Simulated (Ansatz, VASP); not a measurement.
Two plane-wave programs on RbBr

Contents of INCAR:

```
PREC = Accurate ; ENCUT = 520
EDIFF = 1E-8 ; ISMEAR = -1
SIGMA = 0.03 ; LREAL = False
LASPH = True ; NELM = 100
ALGO = Normal ; ISIF = 2
LWAVE = False ; LCHARG = False
GGA = PS ; LEFG = True
NBANDS = 15
```

KPOINTS

```
regular mesh
0
Gamma
  7 7 7
```

The input POSCAR:

```
RbBr
1.0
    0.0000000000      3.4160367037      3.4160367037
    3.4160367037      0.0000000000      3.4160367037
    3.4160367037      3.4160367037      0.0000000000
Rb Br
1 1
Direct
    0.0000000000      0.0000000000      0.0000000000
    0.5000000000      0.5000000000      0.5000000000
```

Input for Ansatz:

```yaml
crystal:
  lattice:
    - [0.0, 3.4160367037, 3.4160367037]
    - [3.4160367037, 0.0, 3.4160367037]
    - [3.4160367037, 3.4160367037, 0.0]
  atoms:
    - { symbol: Rb, position: [0.0, 0.0, 0.0] }
    - { symbol: Br, position: [0.5, 0.5, 0.5] }
kpoints:
  mp_grid: { grid: [7, 7, 7] }
scf:
  occupations: { method: fermi_dirac, width: 0.03 }
hamiltonian:
  xc: pbesol
  pseudopotentials: { kind: paw }
output:
  forces: true
  stress: true
  eigenvalues: true
  efg: { contact_densities: true }
```

Change from the starting cell: volume scaled by 0.99, PAW files.

Alike in both runs: task electric field gradients; functional PBEsol; k mesh 7 × 7 × 7; occupations fermi-dirac, width 0.03 eV; no spin polarisation.

|  | VASP | Ansatz |
| --- | --- | --- |
| version | VASP 6.6.1 | Ansatz 0.2.0 |
| potentials or method | VASP PAW PBE potentials, release 64 (Rb_sv, Br) | PAW with Ansatz's default frozen-core files, scalar-relativistic |
| plane-wave cutoff (eV) | 520 | 420 |
| valence electrons in the cell | 16 | 16 |

VASP gave:

- gap on the k mesh at the Fermi level (eV): 4.23
- pressure (GPa): 0.1

What did Ansatz give for the same quantities?

gap on the k mesh at the Fermi level (eV): 4.24; pressure (GPa): 0.1.

VASP's potentials were made for PBE, not for PBEsol.
